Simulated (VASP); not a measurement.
A run of VASP 6.6.1 is set up as follows.

INCAR

```
ALGO = Normal
EDIFF = 1E-7
ENCUT = 520
GGA = PE
ISIF = 2
ISMEAR = -1
ISPIN = 2
LASPH = T
LCHARG = F
LMAXMIX = 4
LORBIT = 11
LREAL = F
LWAVE = F
MAGMOM = 4 0 0
NBANDS = 24
NELM = 150
PREC = Accurate
SIGMA = 0.05
```

KPOINTS

```
k-points
0
Gamma
  11 11 6
```

POSCAR

```
MnO2
1.0
    2.8179710399      0.0000000000      0.0000000000
   -1.4089855200      2.4404345078      0.0000000000
    0.0000000000      0.0000000000      4.5391857050
Mn O
1 2
Direct
    0.0000000000      0.0000000000      0.5000000000
    0.3333333333      0.6666666667      0.7062925700
    0.6666666667      0.3333333333      0.2937074300
```

Potentials or basis: VASP PAW PBE potentials, release 64 (Mn_pv, O).

The run is started by

```console
$ cat potpaw_PBE.64/Mn_pv/POTCAR potpaw_PBE.64/O/POTCAR > POTCAR
$ mpirun -np 1 vasp_std > vasp.out
```

Task: Predict the pressure.

Result: 15.3 GPa.

Task: Estimate the band gap on the k mesh.

Result: 0.66 eV (least direct gap 0.70 eV).

Task: What does it give for the net moment?

Result: 3.00 μB per cell.

Task: What does it give for the site moments?

Result: Mn +2.80; O +0.06 μB.

Stress tensor (GPa, compression positive):
```
17.02  0.00  0.00
 0.00 17.02  0.00
 0.00  0.00 11.78
```

Caveat: the stress differs along the axes, from 12 to 17 GPa; semilocal functionals underestimate gaps, and a narrow one can read as zero; a cell with one magnetic atom can't hold antiferromagnetic order, which such compounds often take. A k mesh can miss the band edges.
